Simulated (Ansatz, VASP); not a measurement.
## One calculation of Nb, two programs

```
Nb
1.0
     0.00000    2.15730    2.11500
     2.15730    0.00000    2.11500
     2.15730    2.15730    0.00000
Nb
1
Direct
  0.00000 0.00000 0.00000
```

Change from the starting cell: equal xx and yy strain of +2 %, crystal datasets.

Alike in both runs: task electric field gradients; functional LDA; k mesh 13 × 13 × 13; occupations fermi-dirac, width 0.03 eV; no spin polarisation.

```csv
,VASP,Ansatz
version,VASP 6.6.1,Ansatz 0.2.0
potentials or method,"VASP PAW LDA potentials, release 64 (Nb_sv), cutoff 520 eV","all-electron PAW with datasets made for the crystal, scalar-relativistic"
```

Ansatz gave:

```
pressure (GPa)                                                : -15.7
traceless stress, the component that is largest in VASP (GPa) : -3.17
size of Vzz on the site where it differs most (V/Å²)          : 14.3
```

**Question.** Which values does VASP return?

**Answer.** Pressure (GPa): -15.8; traceless stress, the component that is largest in VASP (GPa): -3.18; size of Vzz on the site where it differs most (V/Å²): 14.3.

LDA's correlation is that of Perdew and Zunger in VASP and of Perdew and Wang (1992) in Ansatz. Ansatz ran all-electron here, and VASP with PAW potentials.
